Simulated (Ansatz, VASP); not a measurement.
## P: VASP beside Ansatz

The input INCAR:

```
PREC = Accurate
ENCUT = 520
EDIFF = 1E-6
ISMEAR = -1
SIGMA = 0.05
LREAL = F
LASPH = T
NELM = 100
ALGO = Normal
ISIF = 2
LWAVE = F
LCHARG = F
GGA = CA
NBANDS = 18
```

The input KPOINTS:

```
regular mesh
0
Gamma
  8 8 6
```

File POSCAR:

```
P
1.0
    1.6141062751     -5.3534750391      0.0000000000
    1.6141062751      5.3534750391      0.0000000000
    0.0000000000      0.0000000000      4.4508823070
P
4
Direct
    0.9041431300      0.0958568700      0.5888151700
    0.0958568700      0.9041431300      0.4111848300
    0.5958568700      0.4041431300      0.0888151700
    0.4041431300      0.5958568700      0.9111848300
```

input.yaml

```yaml
crystal:
  lattice:
    - [1.6141062751, -5.3534750391, 0.0]
    - [1.6141062751, 5.3534750391, 0.0]
    - [0.0, 0.0, 4.450882307]
  atoms:
    - { symbol: P, position: [0.90414313, 0.09585687, 0.58881517] }
    - { symbol: P, position: [0.09585687, 0.90414313, 0.41118483] }
    - { symbol: P, position: [0.59585687, 0.40414313, 0.08881517] }
    - { symbol: P, position: [0.40414313, 0.59585687, 0.91118483] }
kpoints:
  mp_grid: { grid: [8, 8, 6] }
scf:
  occupations: { method: fermi_dirac, width: 0.05 }
hamiltonian:
  xc: lda
  pseudopotentials: { kind: all_electron, lapw: { basis_error: 0.002 } }
output:
  forces: true
  stress: true
  eigenvalues: true
```

Change from the starting cell: volume scaled by 0.94.

Alike in both runs: task single point; functional LDA; k mesh 8 × 8 × 6; occupations fermi-dirac, width 0.05 eV; no spin polarisation.

|  | VASP | Ansatz |
| --- | --- | --- |
| version | VASP 6.6.1 | Ansatz 0.2.0 |
| potentials or method | VASP PAW LDA potentials, release 64 (P), cutoff 520 eV | all-electron LAPW, scalar-relativistic |

```csv
,VASP,Ansatz,Ansatz less VASP
gap on the k mesh at the Fermi level (eV),0.08,0.08,+0.002
least direct gap on the mesh (eV),0.08,0.08,+0.002
pressure (GPa),2.6,3.0,+0.38
"traceless stress, the component that is largest in VASP (GPa)",0.74,0.77,+0.028
rms of the force components (eV/Å),0.400,0.429,+0.0295
```

LDA's correlation is that of Perdew and Zunger in VASP and of Perdew and Wang (1992) in Ansatz. Atom by atom the forces differ by 0.030 eV/Å (rms over components). Ansatz ran all-electron here, and VASP with PAW potentials.
